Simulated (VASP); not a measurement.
CdS (Hawleyite):

```
Cd S
1.0
     0.00000    2.95488    2.95488
     2.95488    0.00000    2.95488
     2.95488    2.95488    0.00000
Cd S
1 1
Direct
  0.00000 0.00000 0.00000
  0.25000 0.25000 0.25000
```

This cell differs from its parent crystal: volume scaled by 1.04, then relaxed in part.

Base run:

```yaml
Program: VASP 6.6.1
Functional: PBE
Potentials_or_basis: VASP PAW PBE potentials, release 64 (Cd_sv_GW, S)
Cutoff: 540 eV
k_mesh: 13 × 13 × 13
Occupations: fermi-dirac, width 0.02 eV
Spin: no spin polarisation
```

Its results: band gap on the k mesh 1.06 eV, direct; pressure -0.5 GPa.

Q: The run is repeated on the same cell with these changes: potentials or basis from VASP PAW PBE potentials, release 64 (Cd_sv_GW, S) to VASP PAW PBE potentials, release 64 (Cd, S); cutoff from 540 eV to 520 eV; further incar settings from ALGO = Normal; EDIFF = 1e-06; NBANDS = 20 to ALGO = Normal; EDIFF = 1e-06; NBANDS = 16; valence electrons from 26 to 18. What comes out?

A: Band gap on the k mesh 1.06 eV, direct; pressure 0.8 GPa.

A k mesh can miss the band edges.
